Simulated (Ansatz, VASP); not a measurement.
MgH2: VASP beside Ansatz

```
Mg H
1.0
     6.76324    0.00000    0.00000
     0.00000    6.76324    0.00000
     0.00000    0.00000    5.37995
Mg H
4 8
Cartesian
  2.3575 0.0000 4.0350
  4.4057 0.0000 1.3450
  0.0000 2.3575 0.0000
  0.0000 4.4057 2.6900
  3.3816 0.6666 2.6900
  3.3816 6.0966 0.0000
  1.3312 1.3312 4.7075
  1.3312 5.4320 3.3625
  5.4320 1.3312 0.6725
  5.4320 5.4320 2.0175
  6.0966 3.3816 4.0350
  0.6666 3.3816 1.3450
```

Alike in both runs: functional PBE; k mesh 4 × 4 × 4; occupations gaussian, width 0.1 eV; no spin polarisation.

Ansatz relaxed the structure, and its values are those at the end. VASP's run is a single point on that final structure, the one shown.

|  | VASP | Ansatz |
| --- | --- | --- |
| version | VASP 6.6.1 | Ansatz 0.2.0 |
| potentials or method | VASP PAW PBE potentials, release 64 (Mg, H), cutoff 520 eV | scalar-relativistic, plane waves, PAW |
| valence electrons in the cell | 16 | 48 |

```tsv
	VASP	Ansatz	Ansatz less VASP
gap on the k mesh at the Fermi level (eV)	5.14	5.14	-0.002
least direct gap on the mesh (eV)	5.28	5.28	-0.002
pressure (GPa)	0.1	0.2	+0.08
```

With one functional, cell and mesh, what is left measures potentials, basis and numerics. VASP's potentials hold 16 valence electrons a cell and Ansatz's 48, so a difference there can come from the potentials and not from the codes.
